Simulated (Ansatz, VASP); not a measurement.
# NaCl: VASP beside Ansatz

File INCAR:

```
ALGO = Normal
EDIFF = 1E-6
ENCUT = 520
GGA = PE
ISIF = 2
ISMEAR = -1
LASPH = True
LCHARG = False
LREAL = False
LWAVE = False
NBANDS = 14
NELM = 80
PREC = Accurate
SIGMA = 0.02
```

KPOINTS

```
k-points
0
Gamma
  8 8 8
```

The input POSCAR:

```
NaCl
1.0
   -0.0350337351      2.8026988093      2.8026988093
    2.8026988093     -0.0350337351      2.8026988093
    2.7676650742      2.7676650742      0.0000000000
Na Cl
1 1
Direct
    0.0000000000      0.0000000000      0.0000000000
    0.5000000000      0.5000000000      0.5000000000
```

Input for Ansatz:

```yaml
crystal:
  lattice:
    - [-0.0350337351, 2.8026988093, 2.8026988093]
    - [2.8026988093, -0.0350337351, 2.8026988093]
    - [2.7676650742, 2.7676650742, 0.0]
  atoms:
    - { symbol: Na, position: [0.0, 0.0, 0.0] }
    - { symbol: Cl, position: [0.5, 0.5, 0.5] }
kpoints:
  mp_grid: { grid: [8, 8, 8] }
  band_path:
    path:
      - [0.0, 0.0, 0.0]
      - [0.5, 0.0, 0.5]
      - [0.625, 0.25, 0.625]
      - [0.375, 0.375, 0.75]
      - [0.5, 0.5, 0.5]
      - [0.5, 0.25, 0.75]
    npoints: 1
hamiltonian:
  xc: pbe
scf:
  occupations: { method: fermi_dirac, width: 0.02 }
  n_extra_bands: 4
output:
  forces: true
  stress: true
  eigenvalues: true
```

Change from the starting cell: shear_xy strain -2.5%.

Alike in both runs: task single point; functional PBE; k mesh 8 × 8 × 8; occupations fermi-dirac, width 0.02 eV; no spin polarisation.

|  | VASP | Ansatz |
| --- | --- | --- |
| version | VASP 6.6.1 | Ansatz 0.2.0 |
| potentials or method | VASP PAW PBE potentials, release 64 (Na_pv, Cl) | plane waves, PAW |
| plane-wave cutoff (eV) | 520 | 420 |
| valence electrons in the cell | 14 | 16 |

Ansatz gave:

| Quantity | Value |
| --- | --- |
| gap on the k mesh at the Fermi level (eV) | 5.13 |
| pressure (GPa) | 1.3 |
| traceless stress, the component that is largest in VASP (GPa) | 0.32 |

Q: Estimate VASP's values.

A: gap on the k mesh at the Fermi level (eV): 5.13; pressure (GPa): 1.2; traceless stress, the component that is largest in VASP (GPa): 0.32.

VASP's potentials hold 14 valence electrons a cell and Ansatz's 16, so a difference there can come from the potentials and not from the codes.
